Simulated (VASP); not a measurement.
PbS:

```xyz
4
Lattice="2.0800 -5.9913 0.0000 2.0800 5.9913 0.0000 0.0000 0.0000 4.2793" Properties=species:S:1:pos:R:3 pbc="T T T"
Pb    2.0800    4.4268    1.0698
Pb    2.0800   -4.4268    3.2095
S     2.0800    1.7399    1.0698
S     2.0800   -1.7399    3.2095
```

Base run:

```yaml
Program: VASP 6.6.1
Functional: r2SCAN
Potentials_or_basis: VASP PAW PBE potentials, release 64 (Pb_d, S)
Cutoff: 520 eV
k_mesh: 7 × 7 × 6
Occupations: fermi-dirac, width 0.05 eV
Spin: no spin polarisation
```

Its results: band gap on the k mesh 1.53 eV, indirect (least direct gap 1.79 eV); pressure -0.1 GPa; largest force 0.027 eV/Å.

Task: The run is repeated on the same cell with these changes: functional from r2SCAN to LDA; potentials or basis from VASP PAW PBE potentials, release 64 (Pb_d, S) to VASP PAW LDA potentials, release 64 (Pb_d, S). What comes out?

Result: Band gap on the k mesh 1.10 eV, indirect (least direct gap 1.28 eV); pressure -3.5 GPa; largest force 0.100 eV/Å.

Caveats: spin-orbit coupling is left out, which moves the levels of the heavy elements; the PAW data sets were made with another functional, which shifts forces and pressure a little (some runs).

A k mesh can miss the band edges.
